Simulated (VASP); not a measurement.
Runs of VASP 6.6.1 on Ge. The structure is that of space group Imma (No. 74), or close to it. The cells are those of the table. 

```csv
cell,gap on the mesh (eV),pressure (GPa),largest force (eV/Å)
"a = 3.906 Å, angles 100.6, 94.5, 137.5°, 2 atoms",none,-1.6,0.05
"a = 3.864 Å, angles 101.0, 95.0, 136.3°, 2 atoms",none,-0.4,0.05
"a = 3.899 Å, angles 100.4, 94.3, 138.1°, 2 atoms",none,-0.4,0.05
"a = 3.829 Å, angles 101.6, 95.6, 134.5°, 2 atoms",none,(a),0.06
```

Alike in all rows: task single point; level PBEsol; potentials or basis VASP PAW PBE potentials, release 64 (Ge_d); no spin polarisation; k mesh 20 × 20 × 20; cutoff (eV) 520; smearing gaussian 0.15 eV.

Estimate the missing entries.

(a) 0.1.

Caveats: the PAW data sets were made with another functional, which shifts forces and pressure a little.

A k mesh can miss the band edges, and the runs leave out spin-orbit coupling on Ge.

A gap of «none» marks levels without a gap at the run's occupations.
